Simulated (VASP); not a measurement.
Input of a VASP 6.6.1 run:

INCAR

```
PREC = Accurate ; ENCUT = 600
EDIFF = 1E-6 ; ISMEAR = 1
SIGMA = 0.1 ; LREAL = F
LASPH = T ; NELM = 120
ALGO = Normal ; ISIF = 2
LWAVE = F ; LCHARG = T
GGA = PE ; LELF = T
LVHAR = T ; NBANDS = 21
GGA_COMPAT = F
```

The input KPOINTS:

```
regular mesh
0
Gamma
  4 4 4
```

File POSCAR:

```
PbF2
1.0
    0.0000000000      2.9579484323      2.9579484323
    2.9579484323      0.0000000000      2.9579484323
    2.9579484323      2.9579484323      0.0000000000
Pb F
1 2
Direct
    0.0000000000      0.0000000000      0.0000000000
    0.7500000000      0.7500000000      0.7500000000
    0.2500000000      0.2500000000      0.2500000000
```

Potentials or basis: VASP PAW PBE potentials, release 64 (Pb_d, F).

Launch:

```console
$ cat potpaw_PBE.64/Pb_d/POTCAR potpaw_PBE.64/F/POTCAR > POTCAR
$ mpirun -np 1 vasp_std > vasp.out
```

Question: Estimate the pressure.

Answer: 2.9 GPa.

Question: Estimate the band gap on the k mesh.

Answer: 4.42 eV, indirect (least direct gap 4.56 eV).

Caveat: the k points lie up to 0.46 Å⁻¹ apart; spin-orbit coupling is left out, which moves the levels of the heavy elements. As with any semilocal functional, this PBE gap is likely too small.
